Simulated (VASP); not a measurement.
CuO, 4 atoms in the cell. It takes space group Cc (No. 9, monoclinic). Conventional cell: a = 4.689 Å, b = 3.427 Å, c = 5.132 Å, α = 90.00°, β = 99.65°, γ = 90.00°. Within 2.5 Å of Cu (site symmetry 1) lie 4 O at 1.91 to 2.02 Å. O (site symmetry 1) has 4 Cu at 1.91 to 2.02 Å within 2.5 Å. 

```yaml
Program: VASP 6.6.1
Task: relaxation of cell and atoms
Functional: BLYP
Potentials_or_basis: VASP PAW PBE potentials, release 64 (Cu, O)
Cutoff: 600 eV
k_mesh: 10 × 10 × 5
Occupations: fermi-dirac, width 0.05 eV
Spin: no spin polarisation
Dipole_correction: no
Further_INCAR_settings: ALGO = Normal; EDIFF = 1e-07; IBRION = 2; EDIFFG = -0.01; NSW = 60; ISIF = 3
```

Potentials or basis: VASP PAW PBE potentials, release 64 (Cu, O).

The run is started by

```bash
$ cat potpaw_PBE.64/Cu/POTCAR potpaw_PBE.64/O/POTCAR > POTCAR
$ mpirun -np 1 vasp_std > vasp.out
```

Hardware: 1 thread of AMD EPYC 9R45 96-Core Processor (Zen 5), on a shared host.

How long does it take, and how much memory?

It took 36 min on 1 thread of AMD EPYC 9R45 96-Core Processor (Zen 5), on a shared host, peak memory 0.24 GiB. Counts: scf iterations 253, k points 141, ion steps 27.
